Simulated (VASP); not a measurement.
# TiO2 (I4_1/amd) in VASP: single point with PBE+U

Aim: the single point of TiO2 with PBE+U.

All numbers are computed with VASP 6.6.1; they aren't measurements. Logs are shortened: lines on timing, memory, paths and dates and some standing lists are left out, and cuts for length are marked.

## (1) The cell of the first run

Symmetry: I4_1/amd, No. 141, tetragonal system. The conventional cell has a = 3.818 Å, b = 3.818 Å, c = 9.777 Å, α = 90.00°, β = 90.00°, γ = 90.00°. Within 2.6 Å of Ti (site symmetry -4m2) lie 6 O at 1.96 to 2.01 Å. O (site symmetry 2mm) has 3 Ti at 1.96 to 2.01 Å and 2 O at 2.47 Å within 2.6 Å.

## (2) Single point, PBE+U

INCAR reads:

```
SYSTEM = TiO2
PREC     = Accurate       ! precision mode
ENCUT    = 910            ! plane-wave cutoff, eV
EDIFF    = 1E-6           ! SCF threshold, eV
ISMEAR   = 0              ! smearing method
SIGMA    = 0.02           ! smearing width, eV
LREAL    = .False.        ! projectors in reciprocal space
LASPH    = .True.         ! aspherical terms in the spheres
NELM     = 200            ! most SCF steps
ALGO     = Normal         ! electronic algorithm
ISIF     = 2              ! what is computed and relaxed
LWAVE    = .False.        ! write WAVECAR
LCHARG   = .False.        ! write CHGCAR
LMAXMIX  = 4              ! l up to which the mixer works
LDAU     = .True.         ! DFT+U
LDAUTYPE = 2            
LDAUL    = 2 -1           ! shell
LDAUU    = 4 0            ! U, eV
LDAUJ    = 0 0          
LDAUPRINT= 1            
GGA      = PE             ! functional
NBANDS   = 33             ! bands
GGA_COMPAT= .False.
```

KPOINTS reads:

```
Automatic mesh
0
Gamma
  10 10 10
  0 0 0
```

POSCAR reads:

```
TiO2
1.0
   -1.9089264783      1.9089264783      4.8882829143
    1.9089264783     -1.9089264783      4.8882829143
    1.9089264783      1.9089264783     -4.8882829143
Ti O
2 4
Direct
    0.0000000000      0.0000000000      0.0000000000
    0.7500000000      0.2500000000      0.5000000000
    0.2052809378      0.2052809378      0.0000000000
    0.9552809378      0.4552809378      0.5000000000
    0.5447190622      0.0447190622      0.5000000000
    0.7947190622      0.7947190622      0.0000000000
```

Potentials or basis: VASP PAW PBE potentials, release 64 (Ti_sv, O_h).

The run is started by

```console
$ cat potpaw_PBE.64/Ti_sv/POTCAR potpaw_PBE.64/O_h/POTCAR > POTCAR
$ mpirun -np 1 vasp_std > vasp.out
```

OUTCAR:

```text
SYSTEM = TiO2
   PREC = Accurate
   ENCUT = 910
   EDIFF = 1E-6
   ISMEAR = 0
   LREAL = .False.
   LASPH = .True.
   NELM = 200
   ISIF = 2
   GGA = PE

 ion  position               nearest neighbor table
   1  0.000  0.000  0.000-   5 1.96   4 1.96   5 1.96   4 1.96   3 2.01   6 2.01
   2  0.750  0.250  0.500-   6 1.96   3 1.96   6 1.96   3 1.96   4 2.01   5 2.01
   3  0.205  0.205  0.000-   2 1.96   2 1.96   1 2.01
   4  0.955  0.455  0.500-   1 1.96   1 1.96   2 2.01
   5  0.545  0.045  0.500-   1 1.96   1 1.96   2 2.01
   6  0.795  0.795  0.000-   2 1.96   2 1.96   1 2.01

  LATTYP: Found a body centered tetragonal cell.
 ALAT       =     3.8178529566
 C/A-ratio  =     2.5607497040

  Lattice vectors:

 A1 = (  -1.9089264783,   1.9089264783,   4.8882829143)
 A2 = (   1.9089264783,  -1.9089264783,   4.8882829143)
 A3 = (   1.9089264783,   1.9089264783,  -4.8882829143)

Analysis of symmetry for initial positions (statically):
=====================================================================
 Subroutine PRICEL returns:
 Original cell was already a primitive cell.

 Routine SETGRP: Setting up the symmetry group for a
 body centered tetragonal supercell.

 Subroutine GETGRP returns: Found 16 space group operations
 (whereof  8 operations were pure point group operations)
 out of a pool of 16 trial point group operations.

The static configuration has the point symmetry D_2d.
 The point group associated with its full space group is D_4h.

Analysis of symmetry for dynamics (positions and initial velocities):
=====================================================================
 Subroutine PRICEL returns:
 Original cell was already a primitive cell.

 Routine SETGRP: Setting up the symmetry group for a
 body centered tetragonal supercell.

 Subroutine GETGRP returns: Found 16 space group operations
 (whereof  8 operations were pure point group operations)
 out of a pool of 16 trial point group operations.

The dynamic configuration has the point symmetry D_2d.
 The point group associated with its full space group is D_4h.

 Subroutine INISYM returns: Found 16 space group operations
 (whereof  8 operations are pure point group operations),
 and found     1 'primitive' translations

----------------------------------------------------------------------------------------

                                     Primitive cell

  volume of cell :      71.2516

  direct lattice vectors                    reciprocal lattice vectors
    -1.908926478  1.908926478  4.888282914     0.000000000  0.261927322  0.102285405
     1.908926478 -1.908926478  4.888282914     0.261927322  0.000000000  0.102285405
     1.908926478  1.908926478 -4.888282914     0.261927322  0.261927322  0.000000000

  length of vectors
     5.584201863  5.584201863  5.584201863     0.281190729  0.281190729  0.370421171

  position of ions in fractional coordinates (direct lattice)
     0.000000000  0.000000000  0.000000000
     0.750000000  0.250000000  0.500000000
     0.205280938  0.205280938  0.000000000
     0.955280938  0.455280938  0.500000000
     0.544719062  0.044719062  0.500000000
     0.794719062  0.794719062  0.000000000

  ion indices of the primitive-cell ions
[... 104 lines left out ...]
 LDA+U is selected, type is set to LDAUTYPE =  2
   angular momentum for each species LDAUL =     2   -1
   U (eV)           for each species LDAUU =   4.0  0.0
   J (eV)           for each species LDAUJ =   0.0  0.0
   GGA     = PE    functional components
   LHFCALC =     F    Hartree Fock is set to
   AEXX    =    0.0000 exact exchange contribution
   IVDW    =     0    specifies the selected vdW correction
   LEPSILON=     F    determine dielectric tensor
   LRPA    =     F    only Hartree local field effects (RPA)
 non-spin polarized calculation
 Gauss-broadening in eV      SIGMA  =   0.02
  energy-cutoff  :      910.00
  volume of cell :       71.25
 maximum number of plane-waves:      4476
   NGX = 27   NGY = 27   NGZ = 27

atom =   1  type =  1  l = 2

 onsite density matrix

spin component  1

  0.1036 -0.0000 -0.0000  0.0000  0.0000
 -0.0000  0.0999 -0.0000  0.0000  0.0000
 -0.0000 -0.0000  0.2445 -0.0000  0.0000
  0.0000  0.0000 -0.0000  0.0999 -0.0000
  0.0000  0.0000  0.0000 -0.0000  0.2455

spin component  2

  0.1036 -0.0000 -0.0000  0.0000  0.0000
 -0.0000  0.0999 -0.0000  0.0000  0.0000
 -0.0000 -0.0000  0.2445 -0.0000  0.0000
  0.0000  0.0000 -0.0000  0.0999 -0.0000
  0.0000  0.0000  0.0000 -0.0000  0.2455

 occupancies and eigenvectors

  o =  0.0999  v =  0.0000 -0.7854  0.0000 -0.6189  0.0000  0.0000  0.0000  0.0000  0.0000  0.0000      0.0000  0.0000  0.0000  0.0000  0.0000  0.0000  0.0000  0.0000  0.0000  0.0000
  o =  0.0999  v =  0.0000  0.0000  0.0000  0.0000  0.0000  0.0000 -0.7854  0.0000 -0.6189  0.0000      0.0000  0.0000  0.0000  0.0000  0.0000  0.0000  0.0000  0.0000  0.0000  0.0000
  o =  0.0999  v =  0.0000 -0.6189  0.0000  0.7854  0.0000  0.0000  0.0000  0.0000  0.0000  0.0000      0.0000  0.0000  0.0000  0.0000  0.0000  0.0000  0.0000  0.0000  0.0000  0.0000
  o =  0.0999  v =  0.0000  0.0000  0.0000  0.0000  0.0000  0.0000 -0.6189  0.0000  0.7854  0.0000      0.0000  0.0000  0.0000  0.0000  0.0000  0.0000  0.0000  0.0000  0.0000  0.0000
  o =  0.1036  v =  0.0000  0.0000  0.0000  0.0000  0.0000  1.0000  0.0000  0.0000  0.0000  0.0000      0.0000  0.0000  0.0000  0.0000  0.0000  0.0000  0.0000  0.0000  0.0000  0.0000
  o =  0.1036  v =  1.0000  0.0000  0.0000  0.0000  0.0000  0.0000  0.0000  0.0000  0.0000  0.0000      0.0000  0.0000  0.0000  0.0000  0.0000  0.0000  0.0000  0.0000  0.0000  0.0000
  o =  0.2445  v =  0.0000  0.0000  0.0000  0.0000  0.0000  0.0000  0.0000  1.0000 -0.0000 -0.0000      0.0000  0.0000  0.0000  0.0000  0.0000  0.0000  0.0000  0.0000  0.0000  0.0000
  o =  0.2445  v =  0.0000  0.0000  1.0000 -0.0000 -0.0000  0.0000  0.0000  0.0000  0.0000  0.0000      0.0000  0.0000  0.0000  0.0000  0.0000  0.0000  0.0000  0.0000  0.0000  0.0000
  o =  0.2455  v =  0.0000  0.0000  0.0000  0.0000  1.0000  0.0000  0.0000  0.0000  0.0000  0.0000      0.0000  0.0000  0.0000  0.0000  0.0000  0.0000  0.0000  0.0000  0.0000  0.0000
  o =  0.2455  v =  0.0000  0.0000  0.0000  0.0000  0.0000  0.0000  0.0000  0.0000  0.0000  1.0000      0.0000  0.0000  0.0000  0.0000  0.0000  0.0000  0.0000  0.0000  0.0000  0.0000

atom =   2  type =  1  l = 2

 onsite density matrix

spin component  1

  0.1036  0.0000 -0.0000 -0.0000  0.0000
  0.0000  0.0999 -0.0000  0.0000  0.0000
 -0.0000 -0.0000  0.2445 -0.0000  0.0000
 -0.0000  0.0000 -0.0000  0.0999 -0.0000
  0.0000  0.0000  0.0000 -0.0000  0.2455

spin component  2

  0.1036  0.0000 -0.0000 -0.0000  0.0000
  0.0000  0.0999 -0.0000  0.0000  0.0000
 -0.0000 -0.0000  0.2445 -0.0000  0.0000
 -0.0000  0.0000 -0.0000  0.0999 -0.0000
  0.0000  0.0000  0.0000 -0.0000  0.2455

 occupancies and eigenvectors

  o =  0.0999  v =  0.0000 -0.9999 -0.0000  0.0134  0.0000  0.0000  0.0000  0.0000  0.0000  0.0000      0.0000  0.0000  0.0000  0.0000  0.0000  0.0000  0.0000  0.0000  0.0000  0.0000
  o =  0.0999  v =  0.0000  0.0000  0.0000  0.0000  0.0000  0.0000 -0.9999 -0.0000  0.0134  0.0000      0.0000  0.0000  0.0000  0.0000  0.0000  0.0000  0.0000  0.0000  0.0000  0.0000
  o =  0.0999  v =  0.0000 -0.0134 -0.0000 -0.9999  0.0000  0.0000  0.0000  0.0000  0.0000  0.0000      0.0000  0.0000  0.0000  0.0000  0.0000  0.0000  0.0000  0.0000  0.0000  0.0000
  o =  0.0999  v =  0.0000  0.0000  0.0000  0.0000  0.0000  0.0000 -0.0134 -0.0000 -0.9999  0.0000      0.0000  0.0000  0.0000  0.0000  0.0000  0.0000  0.0000  0.0000  0.0000  0.0000
  o =  0.1036  v =  1.0000  0.0000  0.0000  0.0000  0.0000  0.0000  0.0000  0.0000  0.0000  0.0000      0.0000  0.0000  0.0000  0.0000  0.0000  0.0000  0.0000  0.0000  0.0000  0.0000
  o =  0.1036  v =  0.0000  0.0000  0.0000  0.0000  0.0000  1.0000  0.0000  0.0000  0.0000  0.0000      0.0000  0.0000  0.0000  0.0000  0.0000  0.0000  0.0000  0.0000  0.0000  0.0000
  o =  0.2445  v =  0.0000  0.0000  0.0000  0.0000  0.0000  0.0000 -0.0000 -1.0000  0.0000  0.0000      0.0000  0.0000  0.0000  0.0000  0.0000  0.0000  0.0000  0.0000  0.0000  0.0000
  o =  0.2445  v =  0.0000 -0.0000 -1.0000  0.0000  0.0000  0.0000  0.0000  0.0000  0.0000  0.0000      0.0000  0.0000  0.0000  0.0000  0.0000  0.0000  0.0000  0.0000  0.0000  0.0000
  o =  0.2455  v =  0.0000  0.0000  0.0000  0.0000  0.0000  0.0000 -0.0000 -0.0000  0.0000 -1.0000      0.0000  0.0000  0.0000  0.0000  0.0000  0.0000  0.0000  0.0000  0.0000  0.0000
  o =  0.2455  v =  0.0000 -0.0000 -0.0000  0.0000 -1.0000  0.0000  0.0000  0.0000  0.0000  0.0000      0.0000  0.0000  0.0000  0.0000  0.0000  0.0000  0.0000  0.0000  0.0000  0.0000

 number of electron      47.9999998 magnetization

 Free energy of the ion-electron system (eV)
  ---------------------------------------------------
  ext. energy  EPLUGINS =         0.00000000
  ---------------------------------------------------
  free energy    TOTEN  =       -48.53819164 eV

  energy without entropy =      -48.53819164  energy(sigma->0) =      -48.53819164

 E-fermi :   3.8522     XC(G=0): -10.5181

 val. band max:        3.6415414526   @ k =  -0.4000   0.4000   0.0000
 cond. band min:       6.3136905762   @ k =   0.0000   0.0000   0.0000
 fundamental gap:      2.6721491236
 Fermi energy:         3.8521897298

 k-point     1 :       0.0000    0.0000    0.0000
  band No.  band energies     occupation
      1     -53.8661      2.00000
      2     -53.8218      2.00000
      3     -30.2145      2.00000
      4     -30.0194      2.00000
      5     -30.0194      2.00000
      6     -29.9654      2.00000
[... 853 lines left out ...]
     32       9.8484      0.00000
     33      10.6975      0.00000

 [... further k-points ...]
[... 5 lines left out ...]
  --------------------------------------------------------------------------------------
  -------------------------------------------------------------------------------------
  Total        1.8461433      1.8461433      1.3904298      0.0000000      0.0000000      0.0000000
  in kB       41.5127274     41.5127274     31.2654682      0.0000000      0.0000000      0.0000000
  external PRESSURE =      38.0969743 kB  Pullay stress =       0.0000000 kB

 VOLUME and BASIS-vectors are now :
 -----------------------------------------------------------------------------
  energy-cutoff  :      910.00
  volume of cell :       71.25
      direct lattice vectors                 reciprocal lattice vectors
    -1.908926478  1.908926478  4.888282914     0.000000000  0.261927322  0.102285405
     1.908926478 -1.908926478  4.888282914     0.261927322  0.000000000  0.102285405
     1.908926478  1.908926478 -4.888282914     0.261927322  0.261927322  0.000000000

 POSITION                                       TOTAL-FORCE (eV/Angst)
 -----------------------------------------------------------------------------------
      0.00000      0.00000      0.00000         0.000000      0.000000     -0.000000
     -0.00000      1.90893      2.44414         0.000000      0.000000     -0.000000
      0.00000      0.00000      2.00694        -0.000000      0.000000      0.148554
      0.00000      1.90893      4.45108         0.000000     -0.000000      0.148554
      0.00000      1.90893      0.43720         0.000000     -0.000000     -0.148554
      0.00000      0.00000      7.76962        -0.000000      0.000000     -0.148554
 -----------------------------------------------------------------------------------
    total drift:                               -0.000000     -0.000000      0.000000

  FREE ENERGIE OF THE ION-ELECTRON SYSTEM (eV)
  ---------------------------------------------------
  free  energy   TOTEN  =       -48.5381916422 eV

  energy  without entropy=      -48.5381916422  energy(sigma->0) =      -48.53819164
```

Wall time 23 min (1 thread of AMD EPYC 7R13 (Zen 3), shared host); peak memory 0.68 GiB.

What came out:

| Quantity | Value |
| --- | --- |
| Free energy | -48.5382 eV |
| Pressure | 3.8 GPa |
| Largest force | 0.149 eV/Å |
| Band gap on the k mesh | 2.67 eV (least direct gap 2.96 eV) |

Forces on the atoms (eV/Å):
```
Ti   0.000  0.000  0.000
Ti   0.000  0.000  0.000
O    0.000  0.000  0.149
O    0.000  0.000  0.149
O    0.000  0.000 -0.149
O    0.000  0.000 -0.149
```

Levels at points of the mesh, in eV from the valence-band top:
| k point | band 22 | band 23 | band 24 | band 25 | band 26 | band 27 |
| --- | --- | --- | --- | --- | --- | --- |
| (0.00, 0.00, 0.00) | -0.76 | -0.38 | -0.38 | 2.67 | 3.35 | 4.40 |
| (0.50, 0.00, 0.00) | -0.87 | -0.83 | -0.67 | 3.69 | 3.86 | 3.97 |
| (0.50, 0.50, 0.00) | -1.90 | -0.06 | -0.06 | 3.70 | 3.70 | 4.11 |
| (0.50, 0.50, 0.50) | -1.22 | -0.09 | -0.09 | 3.00 | 3.00 | 4.22 |

Eigenvalues of the final occupation matrices:
| site | spin | trace | eigenvalues |
| --- | --- | --- | --- |
| site 1 d | 1 | 0.79 | 0.10 0.10 0.10 0.24 0.25 |
| site 1 d | 2 | 0.79 | 0.10 0.10 0.10 0.24 0.25 |
| site 2 d | 1 | 0.79 | 0.10 0.10 0.10 0.24 0.25 |
| site 2 d | 2 | 0.79 | 0.10 0.10 0.10 0.24 0.25 |

Caveat: the cell stands under pressure.
